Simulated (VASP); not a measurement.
AgCl: single point with r2SCAN

Crystal: AgCl.

```
Ag Cl
1.0
    -0.04999    2.99325    2.99325
     2.99325   -0.04999    2.99325
     2.94326    2.94326    0.00000
Ag Cl
1 1
Direct
  0.99431 0.99431 0.00569
  0.25569 0.25569 0.24431
```

This cell differs from its parent crystal: shear xy strain -3.3%.

```json
{
 "Program": "VASP 6.6.1",
 "Task": "single point",
 "Functional": "r2SCAN",
 "Potentials or basis": "VASP PAW PBE potentials, release 64 (Ag, Cl)",
 "Cutoff": "520 eV",
 "k mesh": "8 × 8 × 8",
 "Occupations": "gaussian, width 0.01 eV",
 "Spin": "no spin polarisation"
}
```

* Pressure: -0.1 GPa
* Band gap on the k mesh: 1.57 eV

Forces in eV/Å, atoms in the order of the input:
```
Ag   0.000  0.000 -0.002
Cl   0.000  0.000  0.002
```

Stress tensor (GPa, compression positive):
```
-0.09  0.08  0.00
 0.08 -0.09  0.00
 0.00  0.00 -0.09
```

Levels at points of the mesh, in eV from the valence-band top:
| k point | band 6 | band 7 | band 8 | band 9 | band 10 | band 11 | band 12 | band 13 |
| --- | --- | --- | --- | --- | --- | --- | --- | --- |
| (0.00, 0.00, 0.00) | -2.16 | -0.07 | -0.03 | 0.00 | 1.57 | 8.44 | 8.65 | 8.88 |
| (0.50, 0.00, 0.00) | -2.08 | -2.02 | -0.69 | -0.61 | 4.23 | 6.88 | 9.01 | 9.07 |
| (0.50, 0.50, 0.00) | -2.01 | -1.73 | -1.40 | -1.39 | 4.98 | 6.00 | 8.92 | 11.19 |
| (0.00, 0.00, 0.50) | -2.07 | -1.98 | -0.62 | -0.54 | 4.13 | 7.03 | 8.79 | 8.86 |
| (0.50, 0.00, 0.50) | -2.00 | -1.73 | -1.39 | -1.39 | 5.05 | 5.93 | 8.90 | 11.29 |

It took 4.7 min on 1 thread of Intel Xeon 8259CL, on a shared host, peak memory 0.24 GiB.

Caveat: the cell differs from its parent crystal (shear xy strain -3.3%); the structure was generated, so it needn't be the stable form of AgCl; the PAW data sets were made with another functional, which shifts forces and pressure a little. A k mesh can miss the band edges.
